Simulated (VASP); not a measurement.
# Ga (Pm-3m) in VASP: further runs

The runs below take Ga through single point, relaxation of cell and atoms, with PBE.

Everything below comes from runs of VASP 6.6.1. Logs are shortened: lines on timing, memory, paths and dates and some standing lists are left out, and cuts for length are marked.

### 1 The cell of the first run

It takes space group Pm-3m (No. 221, cubic). Conventional cell: a = 2.457 Å, b = 2.457 Å, c = 2.457 Å, α = 90.00°, β = 90.00°, γ = 90.00°. Ga (site symmetry m-3m) has 6 Ga at 2.46 Å within 3.2 Å.

### 2 Single point, PBE

Input file INCAR:

```
  ALGO = Normal
  EDIFF = 1E-6
  ENCUT = 520
  GGA = PE
  ISIF = 2
  ISMEAR = -1
  LASPH = True
  LCHARG = True
  LELF = True
  LREAL = False
  LVHAR = True
  LWAVE = False
  NBANDS = 12
  NELM = 80
  PREC = Accurate
  SIGMA = 0.05
```

Input file KPOINTS:

```
k-points
0
Gamma
  10 10 10
```

Input file POSCAR:

```
Ga
1.0
    2.4565595489      0.0000000000      0.0000000000
    0.0000000000      2.4565595489      0.0000000000
    0.0000000000      0.0000000000      2.4565595489
Ga
1
Direct
    0.0000000000      0.0000000000      0.0000000000
```

Potentials or basis: VASP PAW PBE potentials, release 64 (Ga_d).

On the command line:

```bash
$ cat potpaw_PBE.64/Ga_d/POTCAR > POTCAR
$ mpirun -np 1 vasp_std > vasp.out
```

OUTCAR:

```text
EDIFF = 1E-6
   ENCUT = 520
   GGA = PE
   ISIF = 2
   ISMEAR = -1
   LASPH = True
   LREAL = False
   NELM = 80
   PREC = Accurate

 ion  position               nearest neighbor table
   1  0.000  0.000  0.000-

  LATTYP: Found a simple cubic cell.
 ALAT       =     2.4565595489

  Lattice vectors:

 A1 = (   2.4565595489,   0.0000000000,   0.0000000000)
 A2 = (   0.0000000000,   2.4565595489,   0.0000000000)
 A3 = (   0.0000000000,   0.0000000000,   2.4565595489)

Analysis of symmetry for initial positions (statically):
=====================================================================
 Subroutine PRICEL returns:
 Original cell was already a primitive cell.

 Routine SETGRP: Setting up the symmetry group for a
 simple cubic supercell.

 Subroutine GETGRP returns: Found 48 space group operations
 (whereof 48 operations were pure point group operations)
 out of a pool of 48 trial point group operations.

The static configuration has the point symmetry O_h .

Analysis of symmetry for dynamics (positions and initial velocities):
=====================================================================
 Subroutine PRICEL returns:
 Original cell was already a primitive cell.

 Routine SETGRP: Setting up the symmetry group for a
 simple cubic supercell.

 Subroutine GETGRP returns: Found 48 space group operations
 (whereof 48 operations were pure point group operations)
 out of a pool of 48 trial point group operations.

The dynamic configuration has the point symmetry O_h .

 Subroutine INISYM returns: Found 48 space group operations
 (whereof 48 operations are pure point group operations),
 and found     1 'primitive' translations

----------------------------------------------------------------------------------------

                                     Primitive cell

  volume of cell :      14.8246

  direct lattice vectors                    reciprocal lattice vectors
     2.456559549  0.000000000  0.000000000     0.407073381  0.000000000  0.000000000
     0.000000000  2.456559549  0.000000000     0.000000000  0.407073381  0.000000000
     0.000000000  0.000000000  2.456559549     0.000000000  0.000000000  0.407073381

  length of vectors
     2.456559549  2.456559549  2.456559549     0.407073381  0.407073381  0.407073381

  position of ions in fractional coordinates (direct lattice)
     0.000000000  0.000000000  0.000000000

  ion indices of the primitive-cell ions
   primitive index   ion index
                 1           1

----------------------------------------------------------------------------------------

[... 74 lines left out ...]
   NFREE  =      0    steps in history (QN), initial steepest desc. (CG)
   ISIF   =      2    stress and relaxation
   ISYM   =      2    0-nonsym 1-usesym 2-fastsym
   POTIM  = 0.5000    time-step for ionic-motion
   TEBEG  =    0.0;   TEEND  =   0.0 temperature during run
   PSTRESS=    0.0 pullay stress
   NELECT =      13.0000    total number of electrons
   NUPDOWN=      -1.0000    fix difference up-down
   EMIN   =  10.00;   EMAX   =-10.00  energy-range for DOS
   EFERMI =   0.00;   METHOD = LEGACY
   ISMEAR =    -1;   SIGMA  =   0.05  broadening in eV -4-tet -1-fermi 0-gaus
   EFERMI_NEDOS =   21; number of points for ismear=-14 and -15
   IALGO  =     38    algorithm
   IMIX   =      4    mixing-type and parameters
     AMIX     =   0.40;   BMIX     =  1.00
     AMIX_MAG =   1.60;   BMIX_MAG =  1.00
  volume/ion in A,a.u.               =      14.82       100.04
  Fermi-wavevector in a.u.,A,eV,Ry     =   1.566975  2.961153 33.407877  2.455410
  Thomas-Fermi vector in A             =   2.669223
   LORBIT       =      0    0 simple, 1 ext, 2 COOP (PROOUT), +10 PAW based schemes
   GGA     = PE    functional components
   LHFCALC =     F    Hartree Fock is set to
   AEXX    =    0.0000 exact exchange contribution
   IVDW    =     0    specifies the selected vdW correction
   LEPSILON=     F    determine dielectric tensor
   LRPA    =     F    only Hartree local field effects (RPA)
 non-spin polarized calculation
  energy-cutoff  :      520.00
  volume of cell :       14.82
 maximum number of plane-waves:       432
   NGX =  9   NGY =  9   NGZ =  9

 number of electron      13.0000025 magnetization

 Free energy of the ion-electron system (eV)
  ---------------------------------------------------
  ext. energy  EPLUGINS =         0.00000000
  ---------------------------------------------------
  free energy    TOTEN  =        -2.46071308 eV

  energy without entropy =       -2.45768397  energy(sigma->0) =       -2.45919853

 E-fermi :   7.6753     XC(G=0): -12.1935

 val. band max:        7.6628534306   @ k =   0.5000   0.5000   0.2000
 cond. band min:       7.8243025621   @ k =   0.3000   0.0000   0.0000
 fundamental gap:      0.1614491314
 Fermi energy:         7.6753355153

 k-point     1 :       0.0000    0.0000    0.0000
  band No.  band energies     occupation
      1      -8.0449      2.00000
      2      -8.0449      2.00000
      3      -7.0258      2.00000
      4      -7.0258      2.00000
      5      -7.0258      2.00000
      6      -5.1897      2.00000
      7      18.8897      0.00000
      8      18.8897      0.00000
      9      18.8897      0.00000
     10      21.7951      0.00000
     11      21.7951      0.00000
     12      25.9719      0.00000
[... 331 lines left out ...]
 k-point    24 :       0.3000    0.1000    0.1000
  band No.  band energies     occupation
      1      -7.8903      2.00000
      2      -7.6058      2.00000
      3      -7.2752      2.00000
      4      -7.2479      2.00000
      5      -7.0647      2.00000
      6      -2.3064      2.00000
      7       8.3013      0.00001
      8      17.7829      0.00000
      9      18.9236      0.00000
     10      27.4916      0.00000
     11      27.5705      0.00000
     12      28.8885      0.00000

 [... further k-points ...]
[... 5 lines left out ...]
  --------------------------------------------------------------------------------------
  -------------------------------------------------------------------------------------
  Total        2.8046449      2.8046449      2.8046449      0.0000000     -0.0000000     -0.0000000
  in kB      303.1144000    303.1144000    303.1144000      0.0000000     -0.0000000     -0.0000000
  external PRESSURE =     303.1144000 kB  Pullay stress =       0.0000000 kB

 VOLUME and BASIS-vectors are now :
 -----------------------------------------------------------------------------
  energy-cutoff  :      520.00
  volume of cell :       14.82
      direct lattice vectors                 reciprocal lattice vectors
     2.456559549  0.000000000  0.000000000     0.407073381  0.000000000  0.000000000
     0.000000000  2.456559549  0.000000000     0.000000000  0.407073381  0.000000000
     0.000000000  0.000000000  2.456559549     0.000000000  0.000000000  0.407073381

 POSITION                                       TOTAL-FORCE (eV/Angst)
 -----------------------------------------------------------------------------------
      0.00000      0.00000      0.00000         0.000000      0.000000      0.000000
 -----------------------------------------------------------------------------------
    total drift:                               -0.000000      0.000000      0.000000

  FREE ENERGIE OF THE ION-ELECTRON SYSTEM (eV)
  ---------------------------------------------------
  free  energy   TOTEN  =        -2.4607130818 eV

  energy  without entropy=       -2.4576839695  energy(sigma->0) =       -2.45919853
```

OSZICAR:

```text
N       E                     dE             d eps       ncg     rms          rms(c)
DAV:   1     0.399324251792E+02    0.39932E+02   -0.65191E+03  1560   0.201E+03
DAV:   2    -0.808190430132E+00   -0.40741E+02   -0.38779E+02  1400   0.252E+02
DAV:   3    -0.248554071437E+01   -0.16774E+01   -0.16738E+01  1564   0.432E+01
DAV:   4    -0.249666136772E+01   -0.11121E-01   -0.11119E-01  1540   0.353E+00
DAV:   5    -0.249676970787E+01   -0.10834E-03   -0.10834E-03  1628   0.332E-01    0.141E+00
DAV:   6    -0.246596476892E+01    0.30805E-01   -0.67448E-02  1612   0.587E+00    0.675E-01
DAV:   7    -0.246133933462E+01    0.46254E-02   -0.96591E-03  1672   0.187E+00    0.187E-01
DAV:   8    -0.246072031010E+01    0.61902E-03   -0.12472E-03  1692   0.613E-01    0.206E-02
DAV:   9    -0.246071463321E+01    0.56769E-05   -0.14140E-05  1480   0.390E-02    0.449E-03
DAV:  10    -0.246071330598E+01    0.13272E-05   -0.10092E-06  1108   0.191E-02    0.689E-04
DAV:  11    -0.246071308178E+01    0.22420E-06   -0.64436E-08   860   0.343E-03
   1 F= -.24607131E+01 E0= -.24591985E+01  d E =-.302911E-02
```

Wall time 5.7 s (1 thread of Intel Xeon Platinum 8259CL at 2.50GHz (Skylake/Cascade Lake), shared host); peak memory 0.12 GiB.

Results:

```yaml
Free_energy: -2.4607 eV
Pressure: 30.3 GPa
```

### 3 Single point, PBE

This run uses another cell than the first one, of 15.83 Å³/atom, 1.068 times its volume.

Input file INCAR:

```
PREC = Accurate ; ENCUT = 520
EDIFF = 1E-6 ; ISMEAR = -1
SIGMA = 0.05 ; LREAL = F
LASPH = T ; NELM = 100
ALGO = Normal ; ISIF = 2
LWAVE = F ; LCHARG = F
GGA = PE ; NBANDS = 12
```

Input file KPOINTS:

```
Automatic mesh
0
Gamma
  10 10 10
```

Input file POSCAR:

```
Ga
1.0
    2.5108442430      0.0000000000      0.0000000000
    0.0000000000      2.5108442430      0.0000000000
    0.0000000000      0.0000000000      2.5108442430
Ga
1
Direct
    0.0000000000      0.0000000000      0.0000000000
```

Potentials or basis: VASP PAW PBE potentials, release 64 (Ga_d).

On the command line:

```bash
$ cat potpaw_PBE.64/Ga_d/POTCAR > POTCAR
$ mpirun -np 1 vasp_std > vasp.out
```

Run time: 5.9 s. Hardware: 1 thread of Intel Xeon Platinum 8259CL at 2.50GHz (Skylake/Cascade Lake), shared host; peak memory 0.12 GiB.

The run converged. Its results:

```
Free energy : -2.6182 eV
Pressure    : 20.2 GPa
```

Levels at points of the mesh, in eV from the Fermi level:
| k point | band 4 | band 5 | band 6 | band 7 | band 8 | band 9 |
| --- | --- | --- | --- | --- | --- | --- |
| (0.00, 0.00, 0.00) | -14.66 | -14.66 | -12.31 | 10.69 | 10.69 | 10.69 |
| (0.50, 0.00, 0.00) | -14.91 | -14.64 | -6.54 | -5.30 | 15.26 | 15.26 |
| (0.50, 0.50, 0.00) | -14.87 | -14.44 | -1.00 | -1.00 | -0.56 | 4.25 |
| (0.50, 0.50, 0.50) | -14.43 | -14.43 | 3.22 | 3.22 | 3.22 | 7.04 |

### 4 Single point, PBE

This run uses another cell than the first one, of 17.33 Å³/atom, 1.169 times its volume.

Input file INCAR:

```
SYSTEM = Ga
PREC     = Accurate       ! precision mode
ENCUT    = 520            ! plane-wave cutoff, eV
EDIFF    = 1E-6           ! SCF threshold, eV
ISMEAR   = -1             ! smearing method
SIGMA    = 0.05           ! smearing width, eV
LREAL    = .False.        ! projectors in reciprocal space
LASPH    = .True.         ! aspherical terms in the spheres
NELM     = 60             ! most SCF steps
ALGO     = Normal         ! electronic algorithm
ISIF     = 2              ! what is computed and relaxed
LWAVE    = .False.        ! write WAVECAR
LCHARG   = .True.         ! write CHGCAR
GGA      = PE             ! functional
LELF     = .True.         ! ELF
LVHAR    = .True.       
NBANDS   = 12             ! bands
```

Input file KPOINTS:

```
regular mesh
0
Gamma
  10 10 10
  0 0 0
```

Input file POSCAR:

```
Ga
1.0
    2.5875706626      0.0000000000      0.0000000000
    0.0000000000      2.5875706626      0.0000000000
    0.0000000000      0.0000000000      2.5875706626
Ga
1
Direct
    0.0000000000      0.0000000000      0.0000000000
```

On the command line:

```bash
$ cat potpaw_PBE.64/Ga_d/POTCAR > POTCAR
$ mpirun -np 1 vasp_std > vasp.out
```

It took 6.3 s on 1 thread of Intel Xeon Platinum 8259CL at 2.50GHz (Skylake/Cascade Lake), shared host; peak memory 0.12 GiB.

Results (log left out):

| Property | Result |
| --- | --- |
| Free energy | -2.7574 eV |
| Pressure | 10.1 GPa |

Levels at points of the mesh, in eV from the Fermi level:
| k point | band 4 | band 5 | band 6 | band 7 | band 8 | band 9 |
| --- | --- | --- | --- | --- | --- | --- |
| (0.00, 0.00, 0.00) | -14.62 | -14.62 | -11.60 | 10.00 | 10.00 | 10.00 |
| (0.50, 0.00, 0.00) | -14.82 | -14.61 | -6.41 | -4.82 | 14.10 | 14.10 |
| (0.50, 0.50, 0.00) | -14.79 | -14.44 | -1.01 | -0.86 | -0.86 | 4.23 |
| (0.50, 0.50, 0.50) | -14.43 | -14.43 | 2.97 | 2.97 | 2.97 | 5.68 |

### 5 Relaxation of cell and atoms, PBE, target pressure 10 GPa, at which the enthalpy is minimised

This run uses another cell than the first one, of 20.05 Å³/atom, 1.352 times its volume.

Input file INCAR:

```
  PREC = Accurate
  ENCUT = 600
  EDIFF = 1E-6
  ISMEAR = -1
  SIGMA = 0.05
  LREAL = F
  LASPH = T
  NELM = 100
  ALGO = Normal
  ISIF = 3
  LWAVE = F
  LCHARG = F
  GGA = PE
  IBRION = 2
  NSW = 60
  EDIFFG = -0.01
  PSTRESS = 100.0
```

Input file KPOINTS:

```
regular mesh
0
Gamma
  10 10 10
```

Input file POSCAR:

```
Ga
1.0
    2.7164800000      0.0000000000      0.0000000000
    0.0000000000      2.7164800000      0.0000000000
    0.0000000000      0.0000000000      2.7164800000
Ga
1
Direct
    0.0000000000      0.0000000000      0.0000000000
```

On the command line:

```bash
$ cat potpaw_PBE.64/Ga_d/POTCAR > POTCAR
$ mpirun -np 1 vasp_std > vasp.out
```

Wall time 21 s (1 thread of Intel Xeon Platinum 8259CL at 2.50GHz (Skylake/Cascade Lake), shared host); peak memory 0.15 GiB.

It converged, with:

```
Free energy                                            : -2.7614 eV
Relaxed volume                                         : 17.38 Å³/atom
Relaxed cell                                           : a = 2.590 Å, b = 2.590 Å, c = 2.590 Å, α = 90.00°, β = 90.00°, γ = 90.00°
Space group after relaxing (to 0.05 Å)                 : Pm-3m (No. 221)
Energy change on relaxing (the enthalpy is what falls) : +69.7 meV/atom
Ionic steps                                            : 5
Pressure after relaxing                                : 10.0 GPa
```

Step by step:
| step | energy change (eV) | largest force (eV/Å) | pressure (GPa) | volume (Å³) |
| --- | --- | --- | --- | --- |
| 1 | 0.0000 | 0.0000 | 0.23 | 20.05 |
| 2 | 0.1194 | 0.0000 | 13.27 | 16.71 |
| 3 | 0.0756 | 0.0000 | 10.43 | 17.28 |
| 4 | 0.0696 | 0.0000 | 9.71 | 17.38 |
| 5 | 0.0697 | 0.0000 | 9.98 | 17.38 |

Final structure:
```yaml
crystal:
  lattice:
    - [2.59017, 0.00000, 0.00000]
    - [0.00000, 2.59017, 0.00000]
    - [0.00000, 0.00000, 2.59017]
  atoms:
    - { symbol: Ga, position: [0.00000, 0.00000, 0.00000] }
```

Levels at points of the mesh, in eV from the Fermi level:
```
           k point  band 2  band 3  band 4  band 5  band 6  band 7  band 8  band 9  band 10
(0.00, 0.00, 0.00)  -15.34  -14.63  -14.63  -14.63  -11.58    9.97    9.97    9.97    12.86
(0.50, 0.00, 0.00)  -14.93  -14.82  -14.82  -14.61   -6.41   -4.80   14.06   14.06    17.12
(0.50, 0.50, 0.00)  -15.09  -14.79  -14.79  -14.44   -1.03   -0.86   -0.86    4.23    18.40
(0.50, 0.50, 0.50)  -15.11  -15.11  -14.43  -14.43    2.96    2.96    2.96    5.64     8.66
```

Caveat: the cell is relaxed towards a set pressure, so the enthalpy falls and the energy may rise.

[end of part 1 of 2]
